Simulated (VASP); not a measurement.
Set up this calculation in VASP 6.6.1, as the native input.

```yaml
Task: single point
Functional: PBE
Potentials_or_basis: VASP PAW PBE potentials, release 64 (Ba_sv)
Cutoff: 520 eV
k_mesh: 6 × 6 × 3
Occupations: fermi-dirac, width 0.1 eV
Spin: no spin polarisation
Dipole_correction: no
Further_INCAR_settings: ALGO = Normal; EDIFF = 1e-07; NBANDS = 17
```

The structure of Ba lies in POSCAR:

```
Ba
1.0
    3.5917737300     -2.5169042300      0.0000000000
    3.5917737300      2.5169042300      0.0000000000
    0.0000000000      0.0000000000      7.1900451800
Ba
2
Direct
    0.2532260300      0.7467739700      0.7500000000
    0.7467739700      0.2532260300      0.2500000000
```

One way to write it, as run:

INCAR

```
SYSTEM = Ba
PREC     = Accurate       ! precision mode
ENCUT    = 520            ! plane-wave cutoff, eV
EDIFF    = 1E-7           ! SCF threshold, eV
ISMEAR   = -1             ! smearing method
SIGMA    = 0.1            ! smearing width, eV
LREAL    = .False.        ! projectors in reciprocal space
LASPH    = .True.         ! aspherical terms in the spheres
NELM     = 80             ! most SCF steps
ALGO     = Normal         ! electronic algorithm
ISIF     = 2              ! what is computed and relaxed
LWAVE    = .False.        ! write WAVECAR
LCHARG   = .True.         ! write CHGCAR
GGA      = PE             ! functional
LELF     = .True.         ! ELF
LVHAR    = .True.       
NBANDS   = 17             ! bands
```

KPOINTS

```
regular mesh
0
Gamma
  6 6 3
  0 0 0
```

Potentials or basis: VASP PAW PBE potentials, release 64 (Ba_sv).

Run with:

```sh
$ cat potpaw_PBE.64/Ba_sv/POTCAR > POTCAR
$ mpirun -np 1 vasp_std > vasp.out
```

It gave:

* Pressure: -0.1 GPa
* Largest force: 0.021 eV/Å
* Band gap on the k mesh: zero (bands 10 and 11 overlap by 0.77 eV)

Caveat: spin-orbit coupling is left out, which moves the levels of the heavy elements.

Wall time 34 s on 1 thread of Intel(R) Xeon(R) Platinum 8488C (Sapphire Rapids), on a shared host, peak memory 0.26 GiB.
